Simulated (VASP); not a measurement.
# Sn (Fm-3m) in VASP: a series of runs

Sn is run at these levels: LDA; tasks: single point.

All numbers are computed with VASP 6.6.1; they aren't measurements. Logs are shortened: lines on timing, memory, paths and dates and some standing lists are left out, and cuts for length are marked.

### 1 The cell of the first run

It takes space group Fm-3m (No. 225, cubic). The conventional cell has a = 4.876 Å, b = 4.876 Å, c = 4.876 Å, α = 90.00°, β = 90.00°, γ = 90.00°. Within 4.5 Å of Sn (site symmetry m-3m) lie 12 Sn at 3.45 Å.

### 2 Single point, LDA (volume scaled by 1.12)

Input file INCAR:

```
PREC     = Accurate       # precision mode
ENCUT    = 520            # plane-wave cutoff, eV
EDIFF    = 1E-7           # SCF threshold, eV
ISMEAR   = -1             # smearing method
SIGMA    = 0.1            # smearing width, eV
LREAL    = F              # projectors in reciprocal space
LASPH    = T              # aspherical terms in the spheres
NELM     = 80             # most SCF steps
ALGO     = Normal         # electronic algorithm
ISIF     = 2              # what is computed and relaxed
LWAVE    = F              # write WAVECAR
LCHARG   = F              # write CHGCAR
GGA      = CA             # functional
NBANDS   = 13             # bands
```

Input file KPOINTS:

```
Automatic mesh
0
Gamma
  13 13 13
```

Input file POSCAR:

```
Sn
1.0
    0.0000000000      2.4379169382      2.4379169382
    2.4379169382      0.0000000000      2.4379169382
    2.4379169382      2.4379169382      0.0000000000
Sn
1
Direct
    0.0000000000      0.0000000000      0.0000000000
```

Potentials or basis: VASP PAW LDA potentials, release 64 (Sn_d).

Started as:

```
$ cat potpaw_LDA.64/Sn_d/POTCAR > POTCAR
$ mpirun -np 1 vasp_std > vasp.out
```

OUTCAR:

```text
PREC = Accurate
   ENCUT = 520
   EDIFF = 1E-7
   ISMEAR = -1
   LREAL = F
   LASPH = T
   NELM = 80
   ISIF = 2
   GGA = CA

 ion  position               nearest neighbor table
   1  0.000  0.000  0.000-

  LATTYP: Found a face centered cubic cell.
 ALAT       =     4.8758338764

  Lattice vectors:

 A1 = (   0.0000000000,   2.4379169382,   2.4379169382)
 A2 = (   2.4379169382,   0.0000000000,   2.4379169382)
 A3 = (   2.4379169382,   2.4379169382,   0.0000000000)

Analysis of symmetry for initial positions (statically):
=====================================================================
 Subroutine PRICEL returns:
 Original cell was already a primitive cell.

 Routine SETGRP: Setting up the symmetry group for a
 face centered cubic supercell.

 Subroutine GETGRP returns: Found 48 space group operations
 (whereof 48 operations were pure point group operations)
 out of a pool of 48 trial point group operations.

The static configuration has the point symmetry O_h .

Analysis of symmetry for dynamics (positions and initial velocities):
=====================================================================
 Subroutine PRICEL returns:
 Original cell was already a primitive cell.

 Routine SETGRP: Setting up the symmetry group for a
 face centered cubic supercell.

 Subroutine GETGRP returns: Found 48 space group operations
 (whereof 48 operations were pure point group operations)
 out of a pool of 48 trial point group operations.

The dynamic configuration has the point symmetry O_h .

 Subroutine INISYM returns: Found 48 space group operations
 (whereof 48 operations are pure point group operations),
 and found     1 'primitive' translations

----------------------------------------------------------------------------------------

                                     Primitive cell

  volume of cell :      28.9792

  direct lattice vectors                    reciprocal lattice vectors
     0.000000000  2.437916938  2.437916938    -0.205093124  0.205093124  0.205093124
     2.437916938  0.000000000  2.437916938     0.205093124 -0.205093124  0.205093124
     2.437916938  2.437916938  0.000000000     0.205093124  0.205093124 -0.205093124

  length of vectors
     3.447735198  3.447735198  3.447735198     0.355231710  0.355231710  0.355231710

  position of ions in fractional coordinates (direct lattice)
     0.000000000  0.000000000  0.000000000

  ion indices of the primitive-cell ions
   primitive index   ion index
                 1           1

----------------------------------------------------------------------------------------

 KPOINTS: Automatic mesh

Automatic generation of k-mesh.
 Grid dimensions read from file:
 generate k-points for:   13   13   13

 Generating k-lattice:

  Cartesian coordinates                     Fractional coordinates (reciprocal lattice)
    -0.015776394  0.015776394  0.015776394     0.076923077  0.000000000  0.000000000
     0.015776394 -0.015776394  0.015776394     0.000000000  0.076923077  0.000000000
     0.015776394  0.015776394 -0.015776394     0.000000000  0.000000000  0.076923077

  Length of vectors
     0.027325516  0.027325516  0.027325516

  Shift w.r.t. Gamma in fractional coordinates (k-lattice)
     0.000000000  0.000000000  0.000000000

 Subroutine IBZKPT returns following result:
 ===========================================

 Found     84 irreducible k-points:

 Following reciprocal coordinates:
            Coordinates               Weight
  0.000000  0.000000  0.000000      1.000000
  0.076923  0.000000  0.000000      8.000000
  0.153846  0.000000  0.000000      8.000000
  0.230769  0.000000  0.000000      8.000000
  0.307692  0.000000  0.000000      8.000000
  0.384615  0.000000  0.000000      8.000000
[... 16 lines left out ...]
  0.384615  0.153846  0.000000     24.000000
  0.461538  0.153846  0.000000     24.000000
 [... further k-points ...]
   k-points           NKPTS =     84   k-points in BZ     NKDIM =     84   number of bands    NBANDS=     13
   number of dos      NEDOS =    301   number of ions     NIONS =      1
   total plane-waves  NPLWV =  21952
   dimension x,y,z NGX =    28 NGY =   28 NGZ =   28
   dimension x,y,z NGXF=    56 NGYF=   56 NGZF=   56
   ions per type =               1
   NGX,Y,Z   is equivalent  to a cutoff of  13.50, 13.50, 13.50 a.u.
   NGXF,Y,Z  is equivalent  to a cutoff of  27.00, 27.00, 27.00 a.u.
 SYSTEM =  unknown system
   PREC   = accura    normal or accurate (medium, high low for compatibility)
   ISTART =      0    job   : 0-new  1-cont  2-samecut
   ICHARG =      2    charge: 1-file 2-atom 10-const
   ISPIN  =      1    spin polarized calculation?
   LNONCOLLINEAR =      F non collinear calculations
   LSORBIT =      F    spin-orbit coupling
   LASPH  =      T    aspherical Exc in radial PAW
   ENCUT  =  520.0 eV  38.22 Ry    6.18 a.u.   6.41  6.41  6.41*2*pi/ulx,y,z
   NELM   =     80;   NELMIN=  2; NELMDL= -5     # of ELM steps
   EDIFF  = 0.1E-06   stopping-criterion for ELM
   LREAL  =      F    real-space projection
   EDIFFG = 0.1E-05   stopping-criterion for IOM
   NSW    =      0    number of steps for IOM
   IBRION =     -1    ionic relax: 0-MD 1-quasi-New 2-CG
   NFREE  =      0    steps in history (QN), initial steepest desc. (CG)
   ISIF   =      2    stress and relaxation
   ISYM   =      2    0-nonsym 1-usesym 2-fastsym
   POTIM  = 0.5000    time-step for ionic-motion
   TEBEG  =    0.0;   TEEND  =   0.0 temperature during run
   PSTRESS=    0.0 pullay stress
   NELECT =      14.0000    total number of electrons
   NUPDOWN=      -1.0000    fix difference up-down
   EMIN   =  10.00;   EMAX   =-10.00  energy-range for DOS
   EFERMI =   0.00;   METHOD = LEGACY
   ISMEAR =    -1;   SIGMA  =   0.10  broadening in eV -4-tet -1-fermi 0-gaus
   EFERMI_NEDOS =   21; number of points for ismear=-14 and -15
   IALGO  =     38    algorithm
   IMIX   =      4    mixing-type and parameters
     AMIX     =   0.40;   BMIX     =  1.00
     AMIX_MAG =   1.60;   BMIX_MAG =  1.00
  volume/ion in A,a.u.               =      28.98       195.56
  Fermi-wavevector in a.u.,A,eV,Ry     =   1.284563  2.427471 22.450988  1.650101
  Thomas-Fermi vector in A             =   2.416749
   LORBIT       =      0    0 simple, 1 ext, 2 COOP (PROOUT), +10 PAW based schemes
   GGA     = CA    functional components
   LHFCALC =     F    Hartree Fock is set to
   AEXX    =    0.0000 exact exchange contribution
   IVDW    =     0    specifies the selected vdW correction
   LEPSILON=     F    determine dielectric tensor
   LRPA    =     F    only Hartree local field effects (RPA)
 non-spin polarized calculation
  energy-cutoff  :      520.00
  volume of cell :       28.98
 maximum number of plane-waves:       797
 NGX is ok and might be reduce to    28
   NGX = 13   NGY = 13   NGZ = 13

 number of electron      13.9999997 magnetization

 Free energy of the ion-electron system (eV)
  ---------------------------------------------------
  ext. energy  EPLUGINS =         0.00000000
  ---------------------------------------------------
  free energy    TOTEN  =        -4.39408976 eV

  energy without entropy =       -4.37606014  energy(sigma->0) =       -4.38507495

 E-fermi :   7.1406     XC(G=0): -10.3035

 val. band max:        7.0979611441   @ k =   0.3846   0.3077   0.0000
 cond. band min:       7.1707517613   @ k =   0.3077   0.0769   0.0000
 fundamental gap:      0.0727906172
 Fermi energy:         7.1406080412

 k-point     1 :       0.0000    0.0000    0.0000
  band No.  band energies     occupation
      1     -14.3161      2.00000
      2     -14.3161      2.00000
      3     -14.3161      2.00000
      4     -14.2522      2.00000
      5     -14.2522      2.00000
      6      -3.5917      2.00000
      7      14.1770      0.00000
      8      14.1770      0.00000
      9      14.1770      0.00000
     10      17.7558      0.00000
     11      18.6320      0.00000
     12      18.6320      0.00000
     13      18.6320      0.00000

 k-point     2 :       0.0769    0.0000    0.0000
  band No.  band energies     occupation
      1     -14.3157      2.00000
      2     -14.3121      2.00000
      3     -14.3121      2.00000
      4     -14.2523      2.00000
      5     -14.2523      2.00000
      6      -3.4768      2.00000
      7      13.0284      0.00000
      8      14.0129      0.00000
      9      14.0129      0.00000
     10      17.1123      0.00000
     11      18.9222      0.00000
     12      18.9222      0.00000
     13      19.9703      0.00000

 k-point     3 :       0.1538    0.0000    0.0000
  band No.  band energies     occupation
      1     -14.3145      2.00000
      2     -14.3034      2.00000
      3     -14.3034      2.00000
      4     -14.2499      2.00000
      5     -14.2499      2.00000
      6      -3.1321      2.00000
      7      10.8284      0.00000
      8      13.6337      0.00000
      9      13.6337      0.00000
     10      16.7258      0.00000
     11      19.4856      0.00000
     12      19.4856      0.00000
     13      20.4637      0.00000
[... 305 lines left out ...]
 k-point    23 :       0.3846    0.1538    0.0000
  band No.  band energies     occupation
      1     -14.3284      2.00000
      2     -14.2928      2.00000
      3     -14.2760      2.00000
      4     -14.2334      2.00000
      5     -14.1959      2.00000
      6      -1.0604      2.00000
      7       6.0717      1.99995
      8      10.8919      0.00000
      9      11.1577      0.00000
     10      14.7783      0.00000
     11      18.3993      0.00000
     12      20.4089      0.00000
     13      20.8606      0.00000

 k-point    24 :       0.4615    0.1538    0.0000
  band No.  band energies     occupation
      1     -14.3245      2.00000
      2     -14.2926      2.00000
      3     -14.2810      2.00000
      4     -14.2202      2.00000
      5     -14.1867      2.00000
      6      -0.0686      2.00000
      7       4.3433      2.00000
      8      10.2531      0.00000
      9      11.2032      0.00000
     10      14.6854      0.00000
     11      19.2343      0.00000
     12      19.6944      0.00000
     13      21.1902      0.00000

 [... further k-points ...]
[... 5 lines left out ...]
  --------------------------------------------------------------------------------------
  -------------------------------------------------------------------------------------
  Total       -0.9219616     -0.9219616     -0.9219616      0.0000000      0.0000000      0.0000000
  in kB      -50.9725900    -50.9725900    -50.9725900      0.0000000      0.0000000      0.0000000
  external PRESSURE =     -50.9725900 kB  Pullay stress =       0.0000000 kB

 VOLUME and BASIS-vectors are now :
 -----------------------------------------------------------------------------
  energy-cutoff  :      520.00
  volume of cell :       28.98
      direct lattice vectors                 reciprocal lattice vectors
     0.000000000  2.437916938  2.437916938    -0.205093124  0.205093124  0.205093124
     2.437916938  0.000000000  2.437916938     0.205093124 -0.205093124  0.205093124
     2.437916938  2.437916938  0.000000000     0.205093124  0.205093124 -0.205093124

 POSITION                                       TOTAL-FORCE (eV/Angst)
 -----------------------------------------------------------------------------------
      0.00000      0.00000      0.00000        -0.000000      0.000000      0.000000
 -----------------------------------------------------------------------------------
    total drift:                               -0.000000     -0.000000     -0.000000

  FREE ENERGIE OF THE ION-ELECTRON SYSTEM (eV)
  ---------------------------------------------------
  free  energy   TOTEN  =        -4.3940897595 eV

  energy  without entropy=       -4.3760601380  energy(sigma->0) =       -4.38507495
```

It took 64 s on 1 thread of AMD EPYC 7R13, shared host; peak memory 0.13 GiB.

Results:

```yaml
Free_energy: -4.3941 eV
Pressure: -5.1 GPa
Band_gap_on_the_k_mesh: zero (band 7 reaches 14.18 eV, above the bottom of band 8 at 5.31 eV)
```

Levels at points of the mesh, in eV from the Fermi level:
| k point | band 4 | band 5 | band 6 | band 7 | band 8 | band 9 | band 10 | band 11 |
| --- | --- | --- | --- | --- | --- | --- | --- | --- |
| (0.00, 0.00, 0.00) | -21.39 | -21.39 | -10.73 | 7.04 | 7.04 | 7.04 | 10.62 | 11.49 |

Caveat: the cell differs from its parent crystal (volume scaled by 1.12); spin-orbit coupling is left out, which moves the levels of the heavy elements.

### 3 Single point, LDA

This run uses another cell than the first one, of 25.87 Å³/atom, 0.893 times its volume.

Input file INCAR:

```
SYSTEM = Sn
PREC = Accurate
ENCUT = 520
EDIFF = 1E-7
ISMEAR = -1
SIGMA = 0.1
LREAL = .False.
LASPH = .True.
NELM = 80
ALGO = Normal
ISIF = 2
LWAVE = .False.
LCHARG = .False.
GGA = CA
NBANDS = 13
```

Input file KPOINTS:

```
Automatic mesh
0
Gamma
  19 19 19
  0 0 0
```

Input file POSCAR:

```
Sn
1.0
    0.0000000000      2.3475394390      2.3475394390
    2.3475394390      0.0000000000      2.3475394390
    2.3475394390      2.3475394390      0.0000000000
Sn
1
Direct
    0.0000000000      0.0000000000      0.0000000000
```

Potentials or basis: VASP PAW LDA potentials, release 64 (Sn_d).

Started as:

```
$ cat potpaw_LDA.64/Sn_d/POTCAR > POTCAR
$ mpirun -np 1 vasp_std > vasp.out
```

Run time: 2.9 min. Hardware: 1 thread of AMD EPYC 7R13, shared host; peak memory 0.16 GiB.

The run converged. Its results:

```
Free energy            : -4.4512 eV
Pressure               : -0.2 GPa
Band gap on the k mesh : zero (band 7 reaches 16.48 eV, above the bottom of band 8 at 6.42 eV)
```

Levels at points of the mesh, in eV from the Fermi level:
```csv
k point,band 4,band 5,band 6,band 7,band 8,band 9,band 10,band 11
"(0.00, 0.00, 0.00)",-21.42,-21.42,-11.55,7.97,7.97,7.97,10.75,12.20
```

Caveat: spin-orbit coupling is left out, which moves the levels of the heavy elements.
